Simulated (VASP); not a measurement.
# TiO2 (Anatase) (I4_1/amd) in VASP: relaxation of cell and atoms with PBE+D3(BJ)

Aim: the relaxation of cell and atoms of TiO2 (Anatase) with PBE+D3(BJ).

Everything below comes from runs of VASP 6.6.1. Logs are shortened: lines on timing, memory, paths and dates and some standing lists are left out, and cuts for length are marked.

## (1) The cell of the first run

Symmetry: I4_1/amd, No. 141, tetragonal system. Conventional cell: a = 3.799 Å, b = 3.799 Å, c = 9.697 Å, α = 90.00°, β = 90.00°, γ = 90.00°. Ti (site symmetry -4m2) has 6 O at 1.95 to 2.00 Å within 2.6 Å. O (site symmetry 2mm) has 3 Ti at 1.95 to 2.00 Å and 2 O at 2.47 Å within 2.6 Å.

## (2) Relaxation of cell and atoms, PBE+D3(BJ)

INCAR reads:

```
ALGO = Normal ; EDIFF = 1E-6
EDIFFG = -0.005 ; ENCUT = 600
GGA = PE ; IBRION = 2
ISIF = 3 ; ISMEAR = 0
IVDW = 12 ; LASPH = T
LCHARG = F ; LREAL = F
LWAVE = F ; NELM = 100
NSW = 70 ; PREC = Accurate
SIGMA = 0.02
```

KPOINTS reads:

```
k-points
0
Gamma
  10 10 10
```

POSCAR reads:

```
TiO2
1.0
   -1.8996082674      1.8996082674      4.8485069703
    1.8996082674     -1.8996082674      4.8485069703
    1.8996082674      1.8996082674     -4.8485069703
Ti O
2 4
Direct
    0.0000000000      0.0000000000      0.0000000000
    0.7500000000      0.2500000000      0.5000000000
    0.2064947456      0.2064947456      0.0000000000
    0.9564947456      0.4564947456      0.5000000000
    0.5435052544      0.0435052544      0.5000000000
    0.7935052544      0.7935052544      0.0000000000
```

Potentials or basis: VASP PAW PBE potentials, release 64 (Ti_sv, O).

Started as:

```sh
$ cat potpaw_PBE.64/Ti_sv/POTCAR potpaw_PBE.64/O/POTCAR > POTCAR
$ mpirun -np 1 vasp_std > vasp.out
```

OUTCAR:

```text
EDIFF = 1E-6
   EDIFFG = -0.005
   ENCUT = 600
   GGA = PE
   IBRION = 2
   ISIF = 3
   ISMEAR = 0
   IVDW = 12
   LASPH = T
   LREAL = F
   NELM = 100
   NSW = 70
   PREC = Accurate
 IVDW          = 12

 ion  position               nearest neighbor table
   1  0.000  0.000  0.000-   5 1.95   4 1.95   5 1.95   4 1.95   3 2.00   6 2.00
   2  0.750  0.250  0.500-   6 1.95   3 1.95   6 1.95   3 1.95   4 2.00   5 2.00
   3  0.206  0.206  0.000-   2 1.95   2 1.95   1 2.00
   4  0.956  0.456  0.500-   1 1.95   1 1.95   2 2.00
   5  0.544  0.044  0.500-   1 1.95   1 1.95   2 2.00
   6  0.794  0.794  0.000-   2 1.95   2 1.95   1 2.00

  LATTYP: Found a body centered tetragonal cell.
 ALAT       =     3.7992165348
 C/A-ratio  =     2.5523720093

  Lattice vectors:

 A1 = (  -1.8996082674,   1.8996082674,   4.8485069703)
 A2 = (   1.8996082674,  -1.8996082674,   4.8485069703)
 A3 = (   1.8996082674,   1.8996082674,  -4.8485069703)

Analysis of symmetry for initial positions (statically):
=====================================================================
 Subroutine PRICEL returns:
 Original cell was already a primitive cell.

 Routine SETGRP: Setting up the symmetry group for a
 body centered tetragonal supercell.

 Subroutine GETGRP returns: Found 16 space group operations
 (whereof  8 operations were pure point group operations)
 out of a pool of 16 trial point group operations.

The static configuration has the point symmetry D_2d.
 The point group associated with its full space group is D_4h.

Analysis of symmetry for dynamics (positions and initial velocities):
=====================================================================
 Subroutine PRICEL returns:
 Original cell was already a primitive cell.

 Routine SETGRP: Setting up the symmetry group for a
 body centered tetragonal supercell.

 Subroutine GETGRP returns: Found 16 space group operations
 (whereof  8 operations were pure point group operations)
 out of a pool of 16 trial point group operations.

The dynamic configuration has the point symmetry D_2d.
 The point group associated with its full space group is D_4h.

 Subroutine INISYM returns: Found 16 space group operations
 (whereof  8 operations are pure point group operations),
 and found     1 'primitive' translations

----------------------------------------------------------------------------------------

                                     Primitive cell

  volume of cell :      69.9836

  direct lattice vectors                    reciprocal lattice vectors
    -1.899608267  1.899608267  4.848506970     0.000000000  0.263212163  0.103124529
     1.899608267 -1.899608267  4.848506970     0.263212163  0.000000000  0.103124529
     1.899608267  1.899608267 -4.848506970     0.263212163  0.263212163  0.000000000

  length of vectors
     5.543017498  5.543017498  5.543017498     0.282692963  0.282692963  0.372238210

  position of ions in fractional coordinates (direct lattice)
     0.000000000  0.000000000  0.000000000
     0.750000000  0.250000000  0.500000000
     0.206494746  0.206494746  0.000000000
     0.956494746  0.456494746  0.500000000
     0.543505254  0.043505254  0.500000000
     0.793505254  0.793505254  0.000000000

  ion indices of the primitive-cell ions
   primitive index   ion index
                 1           1
                 2           2
                 3           3
                 4           4
                 5           5
                 6           6

----------------------------------------------------------------------------------------

 KPOINTS: k-points

Automatic generation of k-mesh.
 Grid dimensions read from file:
 generate k-points for:   10   10   10

 Generating k-lattice:

  Cartesian coordinates                     Fractional coordinates (reciprocal lattice)
     0.000000000  0.026321216  0.010312453     0.100000000  0.000000000 -0.000000000
     0.026321216  0.000000000  0.010312453     0.000000000  0.100000000 -0.000000000
     0.026321216  0.026321216  0.000000000     0.000000000  0.000000000  0.100000000

  Length of vectors
     0.028269296  0.028269296  0.037223821

  Shift w.r.t. Gamma in fractional coordinates (k-lattice)
     0.000000000  0.000000000  0.000000000

 Subroutine IBZKPT returns following result:
 ===========================================

 Found    102 irreducible k-points:

 Following reciprocal coordinates:
            Coordinates               Weight
  0.000000  0.000000  0.000000      1.000000
  0.100000  0.000000 -0.000000      8.000000
  0.200000  0.000000 -0.000000      8.000000
  0.300000  0.000000 -0.000000      8.000000
  0.400000  0.000000 -0.000000      8.000000
  0.500000  0.000000 -0.000000      4.000000
[... 16 lines left out ...]
  0.300000  0.300000 -0.000000      8.000000
  0.400000  0.300000 -0.000000     16.000000
 [... further k-points ...]
   k-points           NKPTS =    102   k-points in BZ     NKDIM =    102   number of bands    NBANDS=     28
   number of dos      NEDOS =    301   number of ions     NIONS =      6
   total plane-waves  NPLWV = 110592
   dimension x,y,z NGX =    48 NGY =   48 NGZ =   48
   dimension x,y,z NGXF=    96 NGYF=   96 NGZF=   96
   ions per type =               2   4
   NGX,Y,Z   is equivalent  to a cutoff of  14.40, 14.40, 14.40 a.u.
   NGXF,Y,Z  is equivalent  to a cutoff of  28.79, 28.79, 28.79 a.u.
 SYSTEM =  unknown system
   PREC   = accura    normal or accurate (medium, high low for compatibility)
   ISTART =      0    job   : 0-new  1-cont  2-samecut
   ICHARG =      2    charge: 1-file 2-atom 10-const
   ISPIN  =      1    spin polarized calculation?
   LNONCOLLINEAR =      F non collinear calculations
   LSORBIT =      F    spin-orbit coupling
   LASPH  =      T    aspherical Exc in radial PAW
   ENCUT  =  600.0 eV  44.10 Ry    6.64 a.u.  11.07 11.07 11.07*2*pi/ulx,y,z
   NELM   =    100;   NELMIN=  2; NELMDL= -5     # of ELM steps
   EDIFF  = 0.1E-05   stopping-criterion for ELM
   LREAL  =      F    real-space projection
   EDIFFG = -.5E-02   stopping-criterion for IOM
   NSW    =     70    number of steps for IOM
   IBRION =      2    ionic relax: 0-MD 1-quasi-New 2-CG
   NFREE  =      1    steps in history (QN), initial steepest desc. (CG)
   ISIF   =      3    stress and relaxation
   ISYM   =      2    0-nonsym 1-usesym 2-fastsym
   POTIM  = 0.5000    time-step for ionic-motion
   TEBEG  =    0.0;   TEEND  =   0.0 temperature during run
   PSTRESS=    0.0 pullay stress
   NELECT =      48.0000    total number of electrons
   NUPDOWN=      -1.0000    fix difference up-down
   EMIN   =  10.00;   EMAX   =-10.00  energy-range for DOS
   EFERMI =   0.00;   METHOD = LEGACY
   ISMEAR =     0;   SIGMA  =   0.02  broadening in eV -4-tet -1-fermi 0-gaus
   EFERMI_NEDOS =   21; number of points for ismear=-14 and -15
   IALGO  =     38    algorithm
   IMIX   =      4    mixing-type and parameters
     AMIX     =   0.40;   BMIX     =  1.00
     AMIX_MAG =   1.60;   BMIX_MAG =  1.00
  volume/ion in A,a.u.               =      11.66        78.71
  Fermi-wavevector in a.u.,A,eV,Ry     =   1.443743  2.728279 28.359897  2.084394
  Thomas-Fermi vector in A             =   2.562116
   LORBIT       =      0    0 simple, 1 ext, 2 COOP (PROOUT), +10 PAW based schemes
   GGA     = PE    functional components
   LHFCALC =     F    Hartree Fock is set to
   AEXX    =    0.0000 exact exchange contribution
   IVDW    =    12    specifies the selected vdW correction
   LEPSILON=     F    determine dielectric tensor
   LRPA    =     F    only Hartree local field effects (RPA)
 conjugate gradient relaxation of ions
 non-spin polarized calculation
 Gauss-broadening in eV      SIGMA  =   0.02
  energy-cutoff  :      600.00
  volume of cell :       69.98
 maximum number of plane-waves:      2363
 NGX is ok and might be reduce to    48
   NGX = 23   NGY = 23   NGZ = 23

--------------------------------------- Ionic step        1  -------------------------------------------

 number of electron      47.9999998 magnetization

 Free energy of the ion-electron system (eV)
  ---------------------------------------------------
  ext. energy  EPLUGINS =         0.00000000
  ---------------------------------------------------
  free energy    TOTEN  =       -53.87331206 eV

  energy without entropy =      -53.87331206  energy(sigma->0) =      -53.87331206

------------------------ aborting loop because EDIFF is reached ----------------------------------------

 Edisp (eV)   -1.31633

 E8    (eV) :    -0.5225

  FORCE on cell =-STRESS in cart. coord.  units (eV):
  Direction    XX          YY          ZZ          XY          YZ          ZX
  --------------------------------------------------------------------------------------
  -------------------------------------------------------------------------------------
  Total      -1.23277    -1.23277    -1.15529     0.00000     0.00000     0.00000
  in kB     -28.22257   -28.22257   -26.44883     0.00000     0.00000     0.00000
  external pressure =      -27.63 kB  Pullay stress =        0.00 kB
[... 109 lines left out ...]
  FREE ENERGIE OF THE ION-ELECTRON SYSTEM (eV)
  ---------------------------------------------------
  free  energy   TOTEN  =       -55.1983823383 eV

  energy  without entropy=      -55.1983823383  energy(sigma->0) =      -55.19838234

[... ionic steps 4 to 7 ...]

--------------------------------------- Ionic step        8  -------------------------------------------

 number of electron      47.9999998 magnetization

------------------------ aborting loop because EDIFF is reached ----------------------------------------

 Edisp (eV)   -1.34063

 E8    (eV) :    -0.5326
[... 77 lines left out ...]
  energy  without entropy=      -55.2007890928  energy(sigma->0) =      -55.20078909

--------------------------------------- Ionic step       10  -------------------------------------------

 number of electron      47.9999998 magnetization

 Free energy of the ion-electron system (eV)
  ---------------------------------------------------
  ext. energy  EPLUGINS =         0.00000000
  ---------------------------------------------------
  free energy    TOTEN  =       -53.85924294 eV

  energy without entropy =      -53.85924294  energy(sigma->0) =      -53.85924294

 E-fermi :   3.4611     XC(G=0): -10.6883

 val. band max:        3.3145153754   @ k =  -0.4000   0.4000   0.0000
 cond. band min:       5.4078432869   @ k =   0.0000   0.0000   0.0000
 fundamental gap:      2.0933279115
 Fermi energy:         3.4611023654

 k-point     1 :       0.0000    0.0000    0.0000
  band No.  band energies     occupation
      1     -53.1165      2.00000
      2     -53.0596      2.00000
      3     -29.5662      2.00000
      4     -29.3364      2.00000
      5     -29.3364      2.00000
      6     -29.2685      2.00000
[... 733 lines left out ...]
     27       6.8192      0.00000
     28       6.9538      0.00000

 [... further k-points ...]

------------------------ aborting loop because EDIFF is reached ----------------------------------------

 Edisp (eV)   -1.34165

 E8    (eV) :    -0.5330

  FORCE on cell =-STRESS in cart. coord.  units (eV):
  Direction    XX          YY          ZZ          XY          YZ          ZX
  --------------------------------------------------------------------------------------
  -------------------------------------------------------------------------------------
  Total       0.00467     0.00467     0.02285     0.00000     0.00000     0.00000
  in kB       0.10879     0.10879     0.53216     0.00000     0.00000     0.00000
  external pressure =        0.25 kB  Pullay stress =        0.00 kB
[... 21 lines left out ...]
  FREE ENERGIE OF THE ION-ELECTRON SYSTEM (eV)
  ---------------------------------------------------
  free  energy   TOTEN  =       -55.2008960068 eV

  energy  without entropy=      -55.2008960068  energy(sigma->0) =      -55.20089601

 reached required accuracy - stopping structural energy minimisation
```

Run time: 37 min. Hardware: 1 thread of Intel Xeon Platinum 8259CL at 2.50GHz (Skylake/Cascade Lake), shared host; peak memory 0.49 GiB.

Results:

| Quantity | Value |
| --- | --- |
| Free energy | -55.2009 eV |
| Relaxed volume | 11.46 Å³/atom |
| Relaxed cell | a = 5.487 Å, b = 5.487 Å, c = 5.487 Å, α = 139.59°, β = 139.59°, γ = 58.48° |
| Space group after relaxing (to 0.05 Å) | I4_1/amd (No. 141) |
| Energy gained by relaxing | 1.9 meV/atom |
| Ionic steps | 10 |
| Pressure after relaxing | 0.0 GPa |
| Largest force after relaxing | 0.004 eV/Å |
| Band gap on the k mesh | 2.09 eV, indirect (least direct gap 2.43 eV) |
| Dispersion energy per atom | -0.224 eV |

Forces on the atoms (eV/Å):
```
Ti   0.000  0.000  0.000
Ti   0.000  0.000  0.000
O    0.000  0.000  0.004
O    0.000  0.000  0.004
O    0.000  0.000 -0.004
O    0.000  0.000 -0.004
```

The path:
| step | energy change (eV) | largest force (eV/Å) | pressure (GPa) | volume (Å³) |
| --- | --- | --- | --- | --- |
| 1 | 0.0000 | 0.0247 | -2.76 | 69.98 |
| 2 | 0.0017 | 0.1591 | 3.32 | 67.97 |
| 3 | -0.0087 | 0.0885 | 0.04 | 69.01 |
| 4 | -0.0096 | 0.0279 | 0.01 | 68.95 |
| 5 | -0.0096 | 0.0085 | 0.01 | 68.93 |
| 6 | -0.0103 | 0.0070 | -0.04 | 68.91 |
| 7 | -0.0112 | 0.0026 | -0.14 | 68.84 |
| 8 | -0.0112 | 0.0025 | -0.14 | 68.83 |
| 9 | -0.0111 | 0.0088 | 0.32 | 68.67 |
| 10 | -0.0112 | 0.0045 | 0.02 | 68.78 |

Final structure:
```yaml
crystal:
  lattice:
    - [-1.89513, 1.89513, 4.78771]
    - [1.89513, -1.89513, 4.78771]
    - [1.89513, 1.89513, -4.78771]
  atoms:
    - { symbol: Ti, position: [0.00000, 0.00000, 0.00000] }
    - { symbol: Ti, position: [0.75000, 0.25000, 0.50000] }
    - { symbol: O, position: [0.20816, 0.20816, 0.00000] }
    - { symbol: O, position: [0.95816, 0.45816, 0.50000] }
    - { symbol: O, position: [0.54184, 0.04184, 0.50000] }
    - { symbol: O, position: [0.79184, 0.79184, 0.00000] }
```

Levels at points of the mesh, in eV from the valence-band top:
```tsv
k point	band 21	band 22	band 23	band 24	band 25	band 26	band 27	band 28
(0.00, 0.00, 0.00)	-0.78	-0.78	-0.46	-0.46	2.09	2.81	3.93	3.93
(0.50, 0.00, 0.00)	-1.94	-0.93	-0.86	-0.64	3.20	3.51	3.51	3.60
(0.50, 0.50, 0.00)	-2.05	-2.05	-0.03	-0.03	3.29	3.29	3.76	3.76
(0.50, 0.50, 0.50)	-1.27	-1.27	-0.12	-0.12	2.44	2.44	3.72	3.72
```

A k mesh can miss the band edges. Expect the measured gap to be larger: semilocal functionals such as PBE lack the derivative discontinuity.
